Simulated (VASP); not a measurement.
# TiSe (P6_3/mmc) in VASP: a series of runs

TiSe is run at these levels: PBEsol; tasks: single point.

Program: VASP 6.6.1. These are calculated values, not measurements. Logs are shortened: lines on timing, memory, paths and dates and some standing lists are left out, and cuts for length are marked.

## (1) The cell of the first run

It takes space group P6_3/mmc (No. 194, hexagonal). The conventional cell has a = 3.183 Å, b = 3.183 Å, c = 6.614 Å, α = 90.00°, β = 90.00°, γ = 120.00°. Within 3.4 Å of Ti (site symmetry -3m) lie 6 Se at 2.47 Å and 8 Ti at 3.18 to 3.31 Å. Within 3.3 Å of Se (site symmetry -6m2) lie 6 Ti at 2.47 Å and 6 Se at 3.18 Å.

## (2) Single point, PBEsol (14.51 Å³/atom)

File INCAR:

```
SYSTEM = TiSe
  ALGO = Normal
  EDIFF = 1E-6
  ENCUT = 520
  GGA = PS
  ISIF = 2
  ISMEAR = 0
  LASPH = .TRUE.
  LCHARG = .FALSE.
  LREAL = .FALSE.
  LWAVE = .FALSE.
  NBANDS = 26
  NELM = 100
  PREC = Accurate
  SIGMA = 0.1
```

File KPOINTS:

```
k-points
0
G
  12 12 8
  0 0 0
```

File POSCAR:

```
TiSe
1.0
    3.1832517418      0.0000000000      0.0000000000
   -1.5916258709      2.7567768750      0.0000000000
    0.0000000000      0.0000000000      6.6135963448
Ti Se
2 2
Direct
    0.0000000000      0.0000000000      0.0000000000
    0.0000000000      0.0000000000      0.5000000000
    0.3333333333      0.6666666667      0.2500000000
    0.6666666667      0.3333333333      0.7500000000
```

Potentials or basis: VASP PAW PBE potentials, release 64 (Ti_sv, Se).

The run is started by

```bash
$ cat potpaw_PBE.64/Ti_sv/POTCAR potpaw_PBE.64/Se/POTCAR > POTCAR
$ mpirun -np 1 vasp_std > vasp.out
```

OUTCAR:

```text
SYSTEM = TiSe
   EDIFF = 1E-6
   ENCUT = 520
   GGA = PS
   ISIF = 2
   ISMEAR = 0
   LASPH = .TRUE.
   LREAL = .FALSE.
   NELM = 100
   PREC = Accurate

 ion  position               nearest neighbor table
   1  0.000  0.000  0.000-   3 2.47   4 2.47   3 2.47   4 2.47   4 2.47   3 2.47
   2  0.000  0.000  0.500-   3 2.47   4 2.47   3 2.47   4 2.47   4 2.47   3 2.47
   3  0.333  0.667  0.250-   1 2.47   2 2.47   1 2.47   2 2.47   1 2.47   2 2.47
   4  0.667  0.333  0.750-   1 2.47   2 2.47   1 2.47   2 2.47   1 2.47   2 2.47

  LATTYP: Found a hexagonal cell.
 ALAT       =     3.1832517418
 C/A-ratio  =     2.0776227836

  Lattice vectors:

 A1 = (   3.1832517418,   0.0000000000,   0.0000000000)
 A2 = (  -1.5916258709,   2.7567768750,   0.0000000000)
 A3 = (   0.0000000000,   0.0000000000,   6.6135963448)

Analysis of symmetry for initial positions (statically):
=====================================================================
 Subroutine PRICEL returns:
 Original cell was already a primitive cell.

 Routine SETGRP: Setting up the symmetry group for a
 hexagonal supercell.

 Subroutine GETGRP returns: Found 24 space group operations
 (whereof 12 operations were pure point group operations)
 out of a pool of 24 trial point group operations.

The static configuration has the point symmetry D_3d.
 The point group associated with its full space group is D_6h.

Analysis of symmetry for dynamics (positions and initial velocities):
=====================================================================
 Subroutine PRICEL returns:
 Original cell was already a primitive cell.

 Routine SETGRP: Setting up the symmetry group for a
 hexagonal supercell.

 Subroutine GETGRP returns: Found 24 space group operations
 (whereof 12 operations were pure point group operations)
 out of a pool of 24 trial point group operations.

The dynamic configuration has the point symmetry D_3d.
 The point group associated with its full space group is D_6h.

 Subroutine INISYM returns: Found 24 space group operations
 (whereof 12 operations are pure point group operations),
 and found     1 'primitive' translations

----------------------------------------------------------------------------------------

                                     Primitive cell

  volume of cell :      58.0377

  direct lattice vectors                    reciprocal lattice vectors
     3.183251742  0.000000000  0.000000000     0.314144177  0.181371225  0.000000000
    -1.591625871  2.756776875  0.000000000     0.000000000  0.362742451  0.000000000
     0.000000000  0.000000000  6.613596345     0.000000000  0.000000000  0.151203664

  length of vectors
     3.183251742  3.183251742  6.613596345     0.362742451  0.362742451  0.151203664

  position of ions in fractional coordinates (direct lattice)
     0.000000000  0.000000000  0.000000000
     0.000000000  0.000000000  0.500000000
     0.333333333  0.666666667  0.250000000
     0.666666667  0.333333333  0.750000000

  ion indices of the primitive-cell ions
   primitive index   ion index
                 1           1
                 2           2
                 3           3
                 4           4

----------------------------------------------------------------------------------------

 KPOINTS: k-points

Automatic generation of k-mesh.
 Grid dimensions read from file:
 generate k-points for:   12   12    8

 Generating k-lattice:

  Cartesian coordinates                     Fractional coordinates (reciprocal lattice)
     0.026178681  0.015114269  0.000000000     0.083333333  0.000000000  0.000000000
     0.000000000  0.030228538  0.000000000     0.000000000  0.083333333  0.000000000
     0.000000000  0.000000000  0.018900458     0.000000000  0.000000000  0.125000000

  Length of vectors
     0.030228538  0.030228538  0.018900458

  Shift w.r.t. Gamma in fractional coordinates (k-lattice)
     0.000000000  0.000000000  0.000000000

 Subroutine IBZKPT returns following result:
 ===========================================

 Found     95 irreducible k-points:

 Following reciprocal coordinates:
            Coordinates               Weight
  0.000000  0.000000  0.000000      1.000000
  0.083333  0.000000  0.000000      6.000000
  0.166667  0.000000  0.000000      6.000000
  0.250000  0.000000  0.000000      6.000000
  0.333333  0.000000  0.000000      6.000000
  0.416667  0.000000  0.000000      6.000000
[... 16 lines left out ...]
  0.250000  0.000000  0.125000     12.000000
  0.333333  0.000000  0.125000     12.000000
 [... further k-points ...]
   k-points           NKPTS =     95   k-points in BZ     NKDIM =     95   number of bands    NBANDS=     26
   number of dos      NEDOS =    301   number of ions     NIONS =      4
   total plane-waves  NPLWV =  28800
   dimension x,y,z NGX =    24 NGY =   24 NGZ =   50
   dimension x,y,z NGXF=    48 NGYF=   48 NGZF=  100
   ions per type =               2   2
   NGX,Y,Z   is equivalent  to a cutoff of  12.53, 12.53, 12.57 a.u.
   NGXF,Y,Z  is equivalent  to a cutoff of  25.07, 25.07, 25.14 a.u.
 SYSTEM =  TiSe
   PREC   = accura    normal or accurate (medium, high low for compatibility)
   ISTART =      0    job   : 0-new  1-cont  2-samecut
   ICHARG =      2    charge: 1-file 2-atom 10-const
   ISPIN  =      1    spin polarized calculation?
   LNONCOLLINEAR =      F non collinear calculations
   LSORBIT =      F    spin-orbit coupling
   LASPH  =      T    aspherical Exc in radial PAW
   ENCUT  =  520.0 eV  38.22 Ry    6.18 a.u.   5.92  5.92 12.30*2*pi/ulx,y,z
   NELM   =    100;   NELMIN=  2; NELMDL= -5     # of ELM steps
   EDIFF  = 0.1E-05   stopping-criterion for ELM
   LREAL  =      F    real-space projection
   EDIFFG = 0.1E-04   stopping-criterion for IOM
   NSW    =      0    number of steps for IOM
   IBRION =     -1    ionic relax: 0-MD 1-quasi-New 2-CG
   NFREE  =      0    steps in history (QN), initial steepest desc. (CG)
   ISIF   =      2    stress and relaxation
   ISYM   =      2    0-nonsym 1-usesym 2-fastsym
   POTIM  = 0.5000    time-step for ionic-motion
   TEBEG  =    0.0;   TEEND  =   0.0 temperature during run
   PSTRESS=    0.0 pullay stress
   NELECT =      36.0000    total number of electrons
   NUPDOWN=      -1.0000    fix difference up-down
   EMIN   =  10.00;   EMAX   =-10.00  energy-range for DOS
   EFERMI =   0.00;   METHOD = LEGACY
   ISMEAR =     0;   SIGMA  =   0.10  broadening in eV -4-tet -1-fermi 0-gaus
   EFERMI_NEDOS =   21; number of points for ismear=-14 and -15
   IALGO  =     38    algorithm
   IMIX   =      4    mixing-type and parameters
     AMIX     =   0.40;   BMIX     =  1.00
     AMIX_MAG =   1.60;   BMIX_MAG =  1.00
  volume/ion in A,a.u.               =      14.51        97.91
  Fermi-wavevector in a.u.,A,eV,Ry     =   1.396172  2.638382 26.521783  1.949296
  Thomas-Fermi vector in A             =   2.519552
   LORBIT       =      0    0 simple, 1 ext, 2 COOP (PROOUT), +10 PAW based schemes
   GGA     = PS    functional components
   LHFCALC =     F    Hartree Fock is set to
   AEXX    =    0.0000 exact exchange contribution
   IVDW    =     0    specifies the selected vdW correction
   LEPSILON=     F    determine dielectric tensor
   LRPA    =     F    only Hartree local field effects (RPA)
 non-spin polarized calculation
 Gauss-broadening in eV      SIGMA  =   0.10
  energy-cutoff  :      520.00
  volume of cell :       58.04
 maximum number of plane-waves:      1578
 NGX is ok and might be reduce to    24
   NGX = 11   NGY = 11   NGZ = 25

 number of electron      36.0000003 magnetization

 Free energy of the ion-electron system (eV)
  ---------------------------------------------------
  ext. energy  EPLUGINS =         0.00000000
  ---------------------------------------------------
  free energy    TOTEN  =       -28.71346276 eV

  energy without entropy =      -28.70482804  energy(sigma->0) =      -28.70914540

 E-fermi :  10.4620     XC(G=0): -12.3186

 val. band max:       10.4549328950   @ k =   0.0833   0.0833   0.3750
 cond. band min:      10.4646566717   @ k =   0.0833   0.0833   0.2500
 fundamental gap:      0.0097237768
 Fermi energy:        10.4619878488

 k-point     1 :       0.0000    0.0000    0.0000
  band No.  band energies     occupation
      1     -46.3279      2.00000
      2     -46.3154      2.00000
      3     -23.0021      2.00000
      4     -22.8087      2.00000
      5     -22.6127      2.00000
      6     -22.6127      2.00000
[... 18 lines left out ...]
     25      15.2345      0.00000
     26      15.2346      0.00000

 k-point     2 :       0.0833    0.0000    0.0000
  band No.  band energies     occupation
      1     -46.3257      2.00000
      2     -46.3133      2.00000
      3     -22.9961      2.00000
      4     -22.8054      2.00000
      5     -22.6328      2.00000
      6     -22.6171      2.00000
[... 18 lines left out ...]
     25      14.6328      0.00000
     26      15.0715      0.00000

 k-point     3 :       0.1667    0.0000    0.0000
  band No.  band energies     occupation
      1     -46.3196      2.00000
      2     -46.3074      2.00000
      3     -22.9798      2.00000
      4     -22.7964      2.00000
      5     -22.6875      2.00000
      6     -22.6659      2.00000
[... 18 lines left out ...]
     25      13.9044      0.00000
     26      14.8810      0.00000

 k-point     4 :       0.2500    0.0000    0.0000
  band No.  band energies     occupation
      1     -46.3113      2.00000
      2     -46.2993      2.00000
      3     -22.9575      2.00000
      4     -22.7843      2.00000
      5     -22.7611      2.00000
      6     -22.7329      2.00000
[... 18 lines left out ...]
     25      13.3875      0.00000
     26      14.9731      0.00000
[... 496 lines left out ...]
      1     -46.3192      2.00000
      2     -46.3078      2.00000
      3     -22.9729      2.00000
      4     -22.8036      2.00000
      5     -22.6866      2.00000
      6     -22.6667      2.00000
[... 18 lines left out ...]
     25      13.8652      0.00000
     26      14.8107      0.00000

 k-point    23 :       0.2500    0.0000    0.1250
  band No.  band energies     occupation
      1     -46.3108      2.00000
      2     -46.2997      2.00000
      3     -22.9510      2.00000
      4     -22.7914      2.00000
      5     -22.7595      2.00000
      6     -22.7339      2.00000
[... 18 lines left out ...]
     25      13.5129      0.00000
     26      14.8916      0.00000

 k-point    24 :       0.3333    0.0000    0.1250
  band No.  band energies     occupation
      1     -46.3025      2.00000
      2     -46.2917      2.00000
      3     -22.9294      2.00000
      4     -22.8321      2.00000
      5     -22.8018      2.00000
      6     -22.7768      2.00000
[... 18 lines left out ...]
     25      13.9341      0.00000
     26      15.1084      0.00000

 [... further k-points ...]

------------------------ aborting loop because EDIFF is reached ----------------------------------------

  FORCE on cell =-STRESS in cart. coord.  units (eV):
  Direction    XX          YY          ZZ          XY          YZ          ZX
  --------------------------------------------------------------------------------------
  -------------------------------------------------------------------------------------
  Total        7.6836808      7.6836808      7.7195067      0.0000000      0.0000000     -0.0000000
  in kB      212.1141351    212.1141351    213.1031370      0.0000000      0.0000000     -0.0000000
  external PRESSURE =     212.4438024 kB  Pullay stress =       0.0000000 kB

 VOLUME and BASIS-vectors are now :
 -----------------------------------------------------------------------------
  energy-cutoff  :      520.00
  volume of cell :       58.04
      direct lattice vectors                 reciprocal lattice vectors
     3.183251742  0.000000000  0.000000000     0.314144177  0.181371225  0.000000000
    -1.591625871  2.756776875  0.000000000     0.000000000  0.362742451  0.000000000
     0.000000000  0.000000000  6.613596345     0.000000000  0.000000000  0.151203664

 POSITION                                       TOTAL-FORCE (eV/Angst)
 -----------------------------------------------------------------------------------
      0.00000      0.00000      0.00000        -0.000000      0.000000      0.000000
      0.00000      0.00000      3.30680        -0.000000      0.000000      0.000000
     -0.00000      1.83785      1.65340        -0.000000      0.000000     -0.000000
      1.59163      0.91893      4.96020         0.000000     -0.000000     -0.000000
 -----------------------------------------------------------------------------------
    total drift:                               -0.000000      0.000000      0.000000

  FREE ENERGIE OF THE ION-ELECTRON SYSTEM (eV)
  ---------------------------------------------------
  free  energy   TOTEN  =       -28.7134627633 eV

  energy  without entropy=      -28.7048280408  energy(sigma->0) =      -28.70914540
```

Wall time 74 s (1 thread of Intel Xeon Platinum 8488C (Sapphire Rapids), shared host); peak memory 0.26 GiB.

Results:

```yaml
Free_energy: -28.7135 eV
Pressure: 21.2 GPa
Band_gap_on_the_k_mesh: zero (bands 18 and 19 overlap by 0.55 eV)
```

Levels at points of the mesh, in eV from the Fermi level:
| k point | band 16 | band 17 | band 18 | band 19 | band 20 | band 21 |
| --- | --- | --- | --- | --- | --- | --- |
| (0.00, 0.00, 0.00) | -0.22 | -0.22 | -0.19 | -0.19 | 0.13 | 0.13 |
| (0.50, 0.00, 0.00) | -2.32 | -2.29 | -1.35 | 0.68 | 2.06 | 2.18 |
| (0.00, 0.00, 0.50) | -2.36 | -0.20 | -0.20 | 0.53 | 0.53 | 0.53 |
| (0.50, 0.00, 0.50) | -3.42 | -1.60 | -1.60 | 1.91 | 1.91 | 2.24 |

Caveat: the cell stands under pressure; the PAW data sets were made with another functional, which shifts forces and pressure a little.

## (3) Single point, PBEsol (15.00 Å³/atom)

This run uses another cell than the first one, of 15.00 Å³/atom.

File INCAR:

```
PREC = Accurate ; ENCUT = 520
EDIFF = 1E-6 ; ISMEAR = 0
SIGMA = 0.1 ; LREAL = F
LASPH = T ; NELM = 60
ALGO = Normal ; ISIF = 2
LWAVE = F ; LCHARG = F
GGA = PS ; NBANDS = 26
```

File KPOINTS:

```
regular mesh
0
Gamma
  12 12 8
```

File POSCAR:

```
TiSe
1.0
    3.2280647094      0.0000000000      0.0000000000
   -1.6140323547      2.7955860434      0.0000000000
    0.0000000000      0.0000000000      6.6504940864
Ti Se
2 2
Direct
    0.0000000000      0.0000000000      0.0000000000
    0.0000000000      0.0000000000      0.5000000000
    0.3333333333      0.6666666667      0.2500000000
    0.6666666667      0.3333333333      0.7500000000
```

Potentials or basis: VASP PAW PBE potentials, release 64 (Ti_sv, Se).

The run is started by

```bash
$ cat potpaw_PBE.64/Ti_sv/POTCAR potpaw_PBE.64/Se/POTCAR > POTCAR
$ mpirun -np 1 vasp_std > vasp.out
```

Run time: 74 s. Hardware: 1 thread of Intel Xeon Platinum 8488C (Sapphire Rapids), shared host; peak memory 0.26 GiB.

It converged, with:

- Free energy: -28.9349 eV
- Pressure: 14.7 GPa
- Band gap on the k mesh: zero (bands 18 and 19 overlap by 0.54 eV)

Stress tensor (GPa, compression positive):
```
14.63  0.00  0.00
 0.00 14.63  0.00
 0.00  0.00 14.71
```

Levels at points of the mesh, in eV from the Fermi level:
| k point | band 15 | band 16 | band 17 | band 18 | band 19 | band 20 | band 21 | band 22 |
| --- | --- | --- | --- | --- | --- | --- | --- | --- |
| (0.00, 0.00, 0.00) | -2.45 | -0.38 | -0.38 | -0.19 | -0.19 | 0.11 | 0.11 | 1.28 |
| (0.50, 0.00, 0.00) | -4.05 | -2.39 | -2.18 | -1.25 | 0.66 | 2.01 | 2.04 | 2.17 |
| (0.00, 0.00, 0.50) | -2.39 | -2.39 | -0.16 | -0.16 | 0.50 | 0.50 | 0.50 | 0.50 |
| (0.50, 0.00, 0.50) | -3.41 | -3.41 | -1.51 | -1.51 | 1.84 | 1.84 | 2.10 | 2.10 |

Caveat: the cell stands under pressure; the PAW data sets were made with another functional, which shifts forces and pressure a little.
